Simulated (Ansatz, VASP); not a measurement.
ZrB2 in VASP and in Ansatz

Contents of INCAR:

```
PREC     = Accurate       # precision mode
ENCUT    = 500            # plane-wave cutoff, eV
EDIFF    = 1E-6           # SCF threshold, eV
ISMEAR   = -1             # smearing method
SIGMA    = 0.05           # smearing width, eV
LREAL    = False          # projectors in reciprocal space
LASPH    = True           # aspherical terms in the spheres
NELM     = 120            # most SCF steps
ALGO     = Normal         # electronic algorithm
ISIF     = 2              # what is computed and relaxed
LWAVE    = False          # write WAVECAR
LCHARG   = False          # write CHGCAR
GGA      = PE             # functional
NBANDS   = 16             # bands
GGA_COMPAT= False
```

KPOINTS

```
Automatic mesh
0
Gamma
  12 12 9
```

POSCAR

```
ZrB2
1.0
    3.1016998290      0.0000000000      0.0000000000
   -1.5508499145      2.6861508469      0.0000000000
    0.0000000000      0.0000000000      3.5200000000
Zr B
1 2
Direct
    0.0000000000      0.0000000000      0.0000000000
    0.3333333333      0.6666666667      0.5000000000
    0.6666666667      0.3333333333      0.5000000000
```

Input for Ansatz:

```yaml
crystal:
  lattice:
    - [3.101699829, 0.0, 0.0]
    - [-1.5508499145, 2.6861508469, 0.0]
    - [0.0, 0.0, 3.52]
  atoms:
    - { symbol: Zr, position: [0.0, 0.0, 0.0] }
    - { symbol: B, position: [0.3333333333, 0.6666666667, 0.5] }
    - { symbol: B, position: [0.6666666667, 0.3333333333, 0.5] }
kpoints:
  mp_grid: { grid: [12, 12, 9] }
  band_path:
    path:
      - [0.0, 0.0, 0.0]
      - [0.5, 0.0, 0.0]
      - [0.3333333333, 0.3333333333, 0.0]
      - [0.0, 0.0, 0.0]
      - [0.0, 0.0, 0.5]
      - [0.5, 0.0, 0.5]
      - [0.3333333333, 0.3333333333, 0.5]
      - [0.0, 0.0, 0.5]
      - [0.5, 0.0, 0.5]
    npoints: 5
scf:
  occupations: { method: fermi_dirac, width: 0.05 }
hamiltonian:
  xc: pbe
  pseudopotentials: { kind: all_electron, lapw: { basis_error: 0.001 } }
output:
  forces: true
  stress: true
  eigenvalues: true
```

Change from the starting cell: equal xx and yy strain of -2 %.

Alike in both runs: task single point; functional PBE; k mesh 12 × 12 × 9; occupations fermi-dirac, width 0.05 eV; no spin polarisation.

|  | VASP | Ansatz |
| --- | --- | --- |
| version | VASP 6.6.1 | Ansatz 0.2.0 |
| potentials or method | VASP PAW PBE potentials, release 64 (Zr_sv, B), cutoff 500 eV | all-electron LAPW, scalar-relativistic |

|  | VASP | Ansatz | Ansatz less VASP |
| --- | --- | --- | --- |
| pressure (GPa) | 13.7 | 13.6 | -0.17 |
| traceless stress, the component that is largest in VASP (GPa) | -4.59 | -4.59 | -0.006 |

Ansatz ran all-electron here, and VASP with PAW potentials.
